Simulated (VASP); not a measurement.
Input of a VASP 6.6.1 run:

File POSCAR:

```
SrV2Sb2
1.0
    4.6812910000      0.0000000000      0.0000000000
   -2.3406450000      4.0541170000      0.0000000000
    0.0000000000      0.0000000000      7.7988310000
V Sb Sr
2 2 1
Direct
    0.3333000000      0.6667000000      0.6286000000
    0.6667000000      0.3333000000      0.3714000000
    0.3333000000      0.6667000000      0.2571000000
    0.6667000000      0.3333000000      0.7429000000
    0.0000000000      0.0000000000      0.0000000000
```

INCAR.step1

```
PREC = Accurate
ENCUT = 520
ISMEAR = -1
SIGMA = 0.1
LREAL = F
LASPH = T
NELM = 80
NBANDS = 31
GGA = PE
ALGO = Normal
EDIFF = 1E-4
LWAVE = T
LCHARG = F
```

INCAR.step2

```
PREC = Accurate
ENCUT = 520
EDIFF = 1E-6
ISMEAR = -1
SIGMA = 0.1
LREAL = F
LASPH = T
NELM = 80
ALGO = Normal
ISIF = 2
LWAVE = F
LCHARG = T
METAGGA = R2SCAN
LMIXTAU = T
LELF = T
LVHAR = T
NBANDS = 31
ISTART = 1
```

Contents of KPOINTS:

```
Automatic mesh
0
Gamma
  8 8 5
```

Potentials or basis: VASP PAW PBE potentials, release 64 (V_sv, Sb, Sr_sv).

Command:

```console
$ cat potpaw_PBE.64/V_sv/POTCAR potpaw_PBE.64/Sb/POTCAR potpaw_PBE.64/Sr_sv/POTCAR > POTCAR
$ cp INCAR.step1 INCAR
$ mpirun -np 1 vasp_std > vasp.out
$ cp INCAR.step2 INCAR
$ mpirun -np 1 vasp_std > vasp.out
```

What does it give for the pressure?

-8.6 GPa.

Predict the band gap on the k mesh.

zero (bands 23 and 24 overlap by 0.48 eV).

Forces in eV/Å, atoms in the order of the input:
```
V    0.002 -0.001 -1.514
V   -0.002  0.001  1.514
Sb   0.002 -0.001  1.226
Sb  -0.002  0.001 -1.226
Sr   0.000  0.000  0.000
```

Caveat: the cell stands under tension; the PAW data sets were made with another functional, which shifts forces and pressure a little; spin-orbit coupling is left out, which moves the levels of the heavy elements.
